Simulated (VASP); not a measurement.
Here is a VASP 6.6.1 calculation.

File INCAR:

```
ALGO = Fast
EDIFF = 1E-6
ENCUT = 520
ISIF = 2
ISMEAR = 0
LASPH = T
LCHARG = T
LELF = T
LREAL = F
LVHAR = T
LWAVE = F
NBANDS = 13
NELM = 60
PREC = Accurate
SIGMA = 0.15
```

The input KPOINTS:

```
k-points
0
Gamma
  14 14 14
```

The input POSCAR:

```
SrMg
1.0
    3.9000000000      0.0000000000      0.0000000000
    0.0000000000      3.9000000000      0.0000000000
    0.0000000000      0.0000000000      3.9000000000
Sr Mg
1 1
Direct
    0.5000000000      0.5000000000      0.5000000000
    0.0000000000      0.0000000000      0.0000000000
```

Potentials or basis: VASP PAW LDA potentials, release 64 (Sr_sv, Mg).

Run with:

```sh
$ cat potpaw_LDA.64/Sr_sv/POTCAR potpaw_LDA.64/Mg/POTCAR > POTCAR
$ mpirun -np 1 vasp_std > vasp.out
```

Problem. What does it give for the pressure?

Solution. 3.3 GPa.

Problem. Estimate the band gap on the k mesh.

Solution. Zero (bands 6 and 7 overlap by 1.45 eV).

Caveat: the cell stands under pressure.
